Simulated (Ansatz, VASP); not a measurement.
One calculation of AlNi3, two programs

File INCAR:

```
SYSTEM = AlNi3
PREC     = Accurate       ! precision mode
ENCUT    = 520            ! plane-wave cutoff, eV
EDIFF    = 1E-7           ! SCF threshold, eV
ISMEAR   = 1              ! smearing method
SIGMA    = 0.5            ! smearing width, eV
LREAL    = .FALSE.        ! projectors in reciprocal space
LASPH    = .TRUE.         ! aspherical terms in the spheres
NELM     = 60             ! most SCF steps
ALGO     = Normal         ! electronic algorithm
ISIF     = 2              ! what is computed and relaxed
LWAVE    = .FALSE.        ! write WAVECAR
LCHARG   = .TRUE.         ! write CHGCAR
GGA      = PE             ! functional
LELF     = .TRUE.         ! ELF
LVHAR    = .TRUE.       
NBANDS   = 24             ! bands
```

Contents of KPOINTS:

```
regular mesh
0
G
  14 14 14
  0 0 0
```

Contents of POSCAR:

```
AlNi3
1.0
    0.0000000000      2.8018887551      2.8018887551
    2.8018887551      0.0000000000      2.8018887551
    2.8018887551      2.8018887551      0.0000000000
Al Ni
1 3
Direct
    0.5000000000      0.5000000000      0.5000000000
    0.2500000000      0.2500000000      0.2500000000
    0.0000000000      0.0000000000      0.0000000000
    0.7500000000      0.7500000000      0.7500000000
```

Input for Ansatz:

```yaml
crystal:
  lattice:
    - [0.0, 2.8018887551, 2.8018887551]
    - [2.8018887551, 0.0, 2.8018887551]
    - [2.8018887551, 2.8018887551, 0.0]
  atoms:
    - { symbol: Al, position: [0.5, 0.5, 0.5] }
    - { symbol: Ni, position: [0.25, 0.25, 0.25] }
    - { symbol: Ni, position: [0.0, 0.0, 0.0] }
    - { symbol: Ni, position: [0.75, 0.75, 0.75] }
basis:
  ecutwfc: 420
kpoints:
  mp_grid: { grid: [14, 14, 14] }
hamiltonian:
  xc: pbe
scf:
  occupations: { method: methfessel_paxton, width: 0.5 }
output:
  forces: true
  stress: true
  eigenvalues: true
```

Alike in both runs: task single point; functional PBE; k mesh 14 × 14 × 14; occupations methfessel-paxton of order 1, width 0.5 eV; no spin polarisation.

|  | VASP | Ansatz |
| --- | --- | --- |
| version | VASP 6.6.1 | Ansatz 0.2.0 |
| potentials or method | VASP PAW PBE potentials, release 64 (Al, Ni), cutoff 520 eV | scalar-relativistic, plane waves, PAW |
| valence electrons in the cell | 33 | 57 |

Ansatz gave:

```
gap on the k mesh at the Fermi level (eV) : none
pressure (GPa)                            : 6.8
```

Problem. Which values does VASP return?

Solution. gap on the k mesh at the Fermi level (eV): none; pressure (GPa): 6.7.

A gap of «none» marks a metal or a gap that the smearing closes. VASP's potentials hold 33 valence electrons a cell and Ansatz's 57, so a difference there can come from the potentials and not from the codes.
